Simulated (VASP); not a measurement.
# GaP (F-43m) in VASP: notebook

The runs below take GaP through single point, with PBEsol.

Program: VASP 6.6.1. These are calculated values, not measurements. Logs are shortened: lines on timing, memory, paths and dates and some standing lists are left out, and cuts for length are marked.

## (1) The cell of the first run

It takes space group F-43m (No. 216, cubic). Conventional cell: a = 5.474 Å, b = 5.474 Å, c = 5.474 Å, α = 90.00°, β = 90.00°, γ = 90.00°. Ga (site symmetry -43m) has 4 P at 2.37 Å within 3.1 Å. Within 3.1 Å of P (site symmetry -43m) lie 4 Ga at 2.37 Å.

## (2) Single point, PBEsol (20.51 Å³/atom)

INCAR

```
SYSTEM = GaP
  PREC = Accurate
  ENCUT = 500
  EDIFF = 1E-6
  ISMEAR = 0
  SIGMA = 0.01
  LREAL = .FALSE.
  LASPH = .TRUE.
  NELM = 120
  ALGO = Normal
  ISIF = 2
  LWAVE = .FALSE.
  LCHARG = .FALSE.
  GGA = PS
  NBANDS = 16
  GGA_COMPAT = .FALSE.
```

KPOINTS

```
regular mesh
0
G
  8 8 8
  0 0 0
```

POSCAR

```
GaP
1.0
    0.0000000000      2.7372337376      2.7372337376
    2.7372337376      0.0000000000      2.7372337376
    2.7372337376      2.7372337376      0.0000000000
Ga P
1 1
Direct
    0.0000000000      0.0000000000      0.0000000000
    0.2500000000      0.2500000000      0.2500000000
```

Potentials or basis: VASP PAW PBE potentials, release 64 (Ga_d, P).

Launch:

```console
$ cat potpaw_PBE.64/Ga_d/POTCAR potpaw_PBE.64/P/POTCAR > POTCAR
$ mpirun -np 1 vasp_std > vasp.out
```

OUTCAR:

```text
SYSTEM = GaP
   PREC = Accurate
   ENCUT = 500
   EDIFF = 1E-6
   ISMEAR = 0
   LREAL = .FALSE.
   LASPH = .TRUE.
   NELM = 120
   ISIF = 2
   GGA = PS

 ion  position               nearest neighbor table
   1  0.000  0.000  0.000-   2 2.37   2 2.37   2 2.37   2 2.37
   2  0.250  0.250  0.250-   1 2.37   1 2.37   1 2.37   1 2.37

  LATTYP: Found a face centered cubic cell.
 ALAT       =     5.4744674752

  Lattice vectors:

 A1 = (   0.0000000000,   2.7372337376,   2.7372337376)
 A2 = (   2.7372337376,   0.0000000000,   2.7372337376)
 A3 = (   2.7372337376,   2.7372337376,   0.0000000000)

Analysis of symmetry for initial positions (statically):
=====================================================================
 Subroutine PRICEL returns:
 Original cell was already a primitive cell.

 Routine SETGRP: Setting up the symmetry group for a
 face centered cubic supercell.

 Subroutine GETGRP returns: Found 24 space group operations
 (whereof 24 operations were pure point group operations)
 out of a pool of 48 trial point group operations.

The static configuration has the point symmetry T_d .

Analysis of symmetry for dynamics (positions and initial velocities):
=====================================================================
 Subroutine PRICEL returns:
 Original cell was already a primitive cell.

 Routine SETGRP: Setting up the symmetry group for a
 face centered cubic supercell.

 Subroutine GETGRP returns: Found 24 space group operations
 (whereof 24 operations were pure point group operations)
 out of a pool of 48 trial point group operations.

The dynamic configuration has the point symmetry T_d .

 Subroutine INISYM returns: Found 24 space group operations
 (whereof 24 operations are pure point group operations),
 and found     1 'primitive' translations

----------------------------------------------------------------------------------------

                                     Primitive cell

  volume of cell :      41.0172

  direct lattice vectors                    reciprocal lattice vectors
     0.000000000  2.737233738  2.737233738    -0.182666169  0.182666169  0.182666169
     2.737233738  0.000000000  2.737233738     0.182666169 -0.182666169  0.182666169
     2.737233738  2.737233738  0.000000000     0.182666169  0.182666169 -0.182666169

  length of vectors
     3.871033075  3.871033075  3.871033075     0.316387085  0.316387085  0.316387085

  position of ions in fractional coordinates (direct lattice)
     0.000000000  0.000000000  0.000000000
     0.250000000  0.250000000  0.250000000

  ion indices of the primitive-cell ions
   primitive index   ion index
                 1           1
                 2           2

----------------------------------------------------------------------------------------

 KPOINTS: regular mesh

Automatic generation of k-mesh.
 Grid dimensions read from file:
 generate k-points for:    8    8    8

 Generating k-lattice:

  Cartesian coordinates                     Fractional coordinates (reciprocal lattice)
    -0.022833271  0.022833271  0.022833271     0.125000000  0.000000000  0.000000000
     0.022833271 -0.022833271  0.022833271     0.000000000  0.125000000  0.000000000
     0.022833271  0.022833271 -0.022833271     0.000000000  0.000000000  0.125000000

  Length of vectors
     0.039548386  0.039548386  0.039548386

  Shift w.r.t. Gamma in fractional coordinates (k-lattice)
     0.000000000  0.000000000  0.000000000

 Subroutine IBZKPT returns following result:
 ===========================================

 Found     29 irreducible k-points:

 Following reciprocal coordinates:
            Coordinates               Weight
  0.000000  0.000000  0.000000      1.000000
  0.125000  0.000000  0.000000      8.000000
  0.250000  0.000000  0.000000      8.000000
  0.375000  0.000000  0.000000      8.000000
  0.500000  0.000000  0.000000      4.000000
  0.125000  0.125000  0.000000      6.000000
[... 16 lines left out ...]
  0.500000  0.250000  0.125000     48.000000
 -0.375000  0.250000  0.125000     24.000000
 [... further k-points ...]
   k-points           NKPTS =     29   k-points in BZ     NKDIM =     29   number of bands    NBANDS=     16
   number of dos      NEDOS =    301   number of ions     NIONS =      2
   total plane-waves  NPLWV =  21952
   dimension x,y,z NGX =    28 NGY =   28 NGZ =   28
   dimension x,y,z NGXF=    56 NGYF=   56 NGZF=   56
   ions per type =               1   1
   NGX,Y,Z   is equivalent  to a cutoff of  12.02, 12.02, 12.02 a.u.
   NGXF,Y,Z  is equivalent  to a cutoff of  24.05, 24.05, 24.05 a.u.
 SYSTEM =  GaP
   PREC   = accura    normal or accurate (medium, high low for compatibility)
   ISTART =      0    job   : 0-new  1-cont  2-samecut
   ICHARG =      2    charge: 1-file 2-atom 10-const
   ISPIN  =      1    spin polarized calculation?
   LNONCOLLINEAR =      F non collinear calculations
   LSORBIT =      F    spin-orbit coupling
   LASPH  =      T    aspherical Exc in radial PAW
   ENCUT  =  500.0 eV  36.75 Ry    6.06 a.u.   7.06  7.06  7.06*2*pi/ulx,y,z
   NELM   =    120;   NELMIN=  2; NELMDL= -5     # of ELM steps
   EDIFF  = 0.1E-05   stopping-criterion for ELM
   LREAL  =      F    real-space projection
   EDIFFG = 0.1E-04   stopping-criterion for IOM
   NSW    =      0    number of steps for IOM
   IBRION =     -1    ionic relax: 0-MD 1-quasi-New 2-CG
   NFREE  =      0    steps in history (QN), initial steepest desc. (CG)
   ISIF   =      2    stress and relaxation
   ISYM   =      2    0-nonsym 1-usesym 2-fastsym
   POTIM  = 0.5000    time-step for ionic-motion
   TEBEG  =    0.0;   TEEND  =   0.0 temperature during run
   PSTRESS=    0.0 pullay stress
   NELECT =      18.0000    total number of electrons
   NUPDOWN=      -1.0000    fix difference up-down
   EMIN   =  10.00;   EMAX   =-10.00  energy-range for DOS
   EFERMI =   0.00;   METHOD = LEGACY
   ISMEAR =     0;   SIGMA  =   0.01  broadening in eV -4-tet -1-fermi 0-gaus
   EFERMI_NEDOS =   21; number of points for ismear=-14 and -15
   IALGO  =     38    algorithm
   IMIX   =      4    mixing-type and parameters
     AMIX     =   0.40;   BMIX     =  1.00
     AMIX_MAG =   1.60;   BMIX_MAG =  1.00
  volume/ion in A,a.u.               =      20.51       138.40
  Fermi-wavevector in a.u.,A,eV,Ry     =   1.244067  2.350946 21.057775  1.547703
  Thomas-Fermi vector in A             =   2.378350
   LORBIT       =      0    0 simple, 1 ext, 2 COOP (PROOUT), +10 PAW based schemes
   GGA     = PS    functional components
   LHFCALC =     F    Hartree Fock is set to
   AEXX    =    0.0000 exact exchange contribution
   IVDW    =     0    specifies the selected vdW correction
   LEPSILON=     F    determine dielectric tensor
   LRPA    =     F    only Hartree local field effects (RPA)
 non-spin polarized calculation
 Gauss-broadening in eV      SIGMA  =   0.01
  energy-cutoff  :      500.00
  volume of cell :       41.02
 maximum number of plane-waves:      1056
   NGX = 15   NGY = 15   NGZ = 15

 number of electron      18.0000016 magnetization

 Free energy of the ion-electron system (eV)
  ---------------------------------------------------
  ext. energy  EPLUGINS =         0.00000000
  ---------------------------------------------------
  free energy    TOTEN  =        -9.91671746 eV

  energy without entropy =       -9.91671746  energy(sigma->0) =       -9.91671746

 E-fermi :   4.5157     XC(G=0):  -9.9619

 val. band max:        4.4349621615   @ k =   0.0000   0.0000   0.0000
 cond. band min:       5.9775929645   @ k =   0.3750   0.3750   0.0000
 fundamental gap:      1.5426308030
 Fermi energy:         4.5157268239

 k-point     1 :       0.0000    0.0000    0.0000
  band No.  band energies     occupation
      1     -10.0835      2.00000
      2     -10.0835      2.00000
      3     -10.0835      2.00000
      4      -9.9868      2.00000
      5      -9.9868      2.00000
      6      -7.9903      2.00000
[... 8 lines left out ...]
     15      14.1874      0.00000
     16      14.1874      0.00000

 k-point     2 :       0.1250    0.0000    0.0000
  band No.  band energies     occupation
      1     -10.0965      2.00000
      2     -10.0790      2.00000
      3     -10.0790      2.00000
      4      -9.9868      2.00000
      5      -9.9868      2.00000
      6      -7.7901      2.00000
[... 8 lines left out ...]
     15      13.5374      0.00000
     16      13.8570      0.00000

 k-point     3 :       0.2500    0.0000    0.0000
  band No.  band energies     occupation
      1     -10.1253      2.00000
      2     -10.0693      2.00000
      3     -10.0693      2.00000
      4      -9.9856      2.00000
      5      -9.9856      2.00000
      6      -7.2223      2.00000
[... 8 lines left out ...]
     15      13.3427      0.00000
     16      14.1110      0.00000

 k-point     4 :       0.3750    0.0000    0.0000
  band No.  band energies     occupation
      1     -10.1514      2.00000
      2     -10.0619      2.00000
      3     -10.0619      2.00000
      4      -9.9820      2.00000
      5      -9.9820      2.00000
      6      -6.4294      2.00000
[... 8 lines left out ...]
     15      14.5330      0.00000
     16      14.5330      0.00000
[... 324 lines left out ...]
 k-point    22 :       0.3750    0.2500    0.1250
  band No.  band energies     occupation
      1     -10.1476      2.00000
      2     -10.0578      2.00000
      3     -10.0539      2.00000
      4      -9.9973      2.00000
      5      -9.9781      2.00000
      6      -6.7388      2.00000
[... 8 lines left out ...]
     15      15.4539      0.00000
     16      16.6145      0.00000

 k-point    23 :       0.5000    0.2500    0.1250
  band No.  band energies     occupation
      1     -10.1624      2.00000
      2     -10.0543      2.00000
      3     -10.0451      2.00000
      4      -9.9953      2.00000
      5      -9.9782      2.00000
      6      -5.9915      2.00000
[... 8 lines left out ...]
     15      15.8054      0.00000
     16      17.1188      0.00000

 k-point    24 :      -0.3750    0.2500    0.1250
  band No.  band energies     occupation
      1     -10.1679      2.00000
      2     -10.0538      2.00000
      3     -10.0419      2.00000
      4      -9.9918      2.00000
      5      -9.9798      2.00000
      6      -5.5401      2.00000
[... 8 lines left out ...]
     15      16.2880      0.00000
     16      16.7971      0.00000

 [... further k-points ...]

------------------------ aborting loop because EDIFF is reached ----------------------------------------

  FORCE on cell =-STRESS in cart. coord.  units (eV):
  Direction    XX          YY          ZZ          XY          YZ          ZX
  --------------------------------------------------------------------------------------
  -------------------------------------------------------------------------------------
  Total       -0.4356356     -0.4356356     -0.4356356      0.0000000      0.0000000     -0.0000000
  in kB      -17.0164244    -17.0164244    -17.0164244      0.0000000      0.0000000     -0.0000000
  external PRESSURE =     -17.0164244 kB  Pullay stress =       0.0000000 kB

 VOLUME and BASIS-vectors are now :
 -----------------------------------------------------------------------------
  energy-cutoff  :      500.00
  volume of cell :       41.02
      direct lattice vectors                 reciprocal lattice vectors
     0.000000000  2.737233738  2.737233738    -0.182666169  0.182666169  0.182666169
     2.737233738  0.000000000  2.737233738     0.182666169 -0.182666169  0.182666169
     2.737233738  2.737233738  0.000000000     0.182666169  0.182666169 -0.182666169

 POSITION                                       TOTAL-FORCE (eV/Angst)
 -----------------------------------------------------------------------------------
      0.00000      0.00000      0.00000        -0.000000     -0.000000     -0.000000
      1.36862      1.36862      1.36862         0.000000      0.000000      0.000000
 -----------------------------------------------------------------------------------
    total drift:                                0.000001      0.000001      0.000001

  FREE ENERGIE OF THE ION-ELECTRON SYSTEM (eV)
  ---------------------------------------------------
  free  energy   TOTEN  =        -9.9167174553 eV

  energy  without entropy=       -9.9167174553  energy(sigma->0) =       -9.91671746
```

Run time: 17 s. Hardware: 1 thread of Intel Xeon Platinum 8259CL at 2.50GHz (Skylake/Cascade Lake), shared host; peak memory 0.16 GiB.

What came out:

```
Free energy            : -9.9167 eV
Pressure               : -1.7 GPa
Band gap on the k mesh : 1.54 eV (least direct gap 1.64 eV)
```

Caveat: the PAW data sets were made with another functional, which shifts forces and pressure a little. A k mesh can miss the band edges.

## (3) Single point, PBEsol (21.31 Å³/atom)

This run uses another cell than the first one, of 21.31 Å³/atom.

INCAR

```
  ALGO = Normal
  EDIFF = 1E-6
  ENCUT = 500
  GGA = PS
  GGA_COMPAT = F
  ISIF = 2
  ISMEAR = 0
  LASPH = T
  LCHARG = F
  LREAL = F
  LWAVE = F
  NBANDS = 16
  NELM = 120
  PREC = Accurate
  SIGMA = 0.02
```

KPOINTS

```
k-points
0
Gamma
  8 8 8
```

POSCAR

```
GaP
1.0
    0.0000000000      2.7725567785      2.7725567785
    2.7725567785      0.0000000000      2.7725567785
    2.7725567785      2.7725567785      0.0000000000
Ga P
1 1
Direct
    0.0000000000      0.0000000000      0.0000000000
    0.2500000000      0.2500000000      0.2500000000
```

Potentials or basis: VASP PAW PBE potentials, release 64 (Ga_d, P).

Launch:

```console
$ cat potpaw_PBE.64/Ga_d/POTCAR potpaw_PBE.64/P/POTCAR > POTCAR
$ mpirun -np 1 vasp_std > vasp.out
```

It took 20 s on 1 thread of Intel Xeon Platinum 8259CL at 2.50GHz (Skylake/Cascade Lake), shared host; peak memory 0.17 GiB.

It converged, with:

- Free energy: -9.8861 eV
- Pressure: -4.4 GPa
- Band gap on the k mesh: 1.33 eV

Levels at points of the mesh, in eV from the valence-band top:
```
           k point  band 7  band 8  band 9  band 10  band 11  band 12
(0.00, 0.00, 0.00)    0.00    0.00    0.00     1.33     3.84     3.84
(0.50, 0.00, 0.00)   -6.41   -1.06   -1.06     1.43     4.66     4.66
(0.50, 0.50, 0.00)   -6.57   -2.54   -2.54     1.62     1.76    10.16
```

Caveat: the cell stands under tension; the PAW data sets were made with another functional, which shifts forces and pressure a little. Expect the measured gap to be larger: semilocal functionals such as PBEsol lack the derivative discontinuity.
